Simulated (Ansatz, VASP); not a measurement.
## One calculation of Al, two programs

POSCAR

```
Al
1.0
    0.0000000000      2.0382146954      2.0382146954
    2.0382146954      0.0000000000      2.0382146954
    2.0382146954      2.0382146954      0.0000000000
Al
1
Direct
    0.0000000000      0.0000000000      0.0000000000
```

Contents of INCAR.step1:

```
SYSTEM = Al
PREC = Accurate
ENCUT = 520
ISMEAR = -1
SIGMA = 0.05
LREAL = .FALSE.
LASPH = .TRUE.
NELM = 60
NBANDS = 8
GGA = PE
ALGO = Normal
EDIFF = 1E-4
LWAVE = .TRUE.
LCHARG = .FALSE.
```

The input INCAR.step2:

```
SYSTEM = Al
PREC = Accurate
ENCUT = 520
EDIFF = 1E-6
ISMEAR = -1
SIGMA = 0.05
LREAL = .FALSE.
LASPH = .TRUE.
NELM = 60
ALGO = Normal
ISIF = 2
LWAVE = .FALSE.
LCHARG = .FALSE.
METAGGA = R2SCAN
LMIXTAU = .TRUE.
IVDW = 12
VDW_S6 = 1.0
VDW_S8 = 0.78981345
VDW_A1 = 0.49484001
VDW_A2 = 5.73083694
NBANDS = 8
ISTART = 1
```

File KPOINTS:

```
Automatic mesh
0
G
  11 11 11
  0 0 0
```

File input.yaml:

```yaml
crystal:
  lattice:
    - [0.0, 2.0382146954, 2.0382146954]
    - [2.0382146954, 0.0, 2.0382146954]
    - [2.0382146954, 2.0382146954, 0.0]
  atoms:
    - { symbol: Al, position: [0.0, 0.0, 0.0] }
hamiltonian:
  xc: r2scan
  pseudopotentials: { kind: paw }
  dispersion: d3bj
kpoints:
  mp_grid: { grid: [11, 11, 11] }
scf:
  occupations: { method: fermi_dirac, width: 0.05 }
output:
  forces: true
  stress: true
  eigenvalues: true
  write_density: true
  write_potential: true
  elf: true
  volumetric_format: npy
```

Alike in both runs: task single point; functional r2SCAN; dispersion D3(BJ); k mesh 11 × 11 × 11; occupations fermi-dirac, width 0.05 eV; no spin polarisation.

```csv
,VASP,Ansatz
version,VASP 6.6.1,Ansatz 0.2.0
potentials or method,"VASP PAW PBE potentials, release 64 (Al)",Ansatz PAW
plane-wave cutoff (eV),520,500
valence electrons in the cell,3,3
```

|  | VASP | Ansatz | Ansatz less VASP |
| --- | --- | --- | --- |
| gap on the k mesh at the Fermi level (eV) | none | none | - |
| pressure (GPa) | -6.6 | -6.3 | +0.27 |

VASP's potentials were made for PBE, not for r2SCAN. A gap of «none» marks a metal or a gap that the smearing closes.
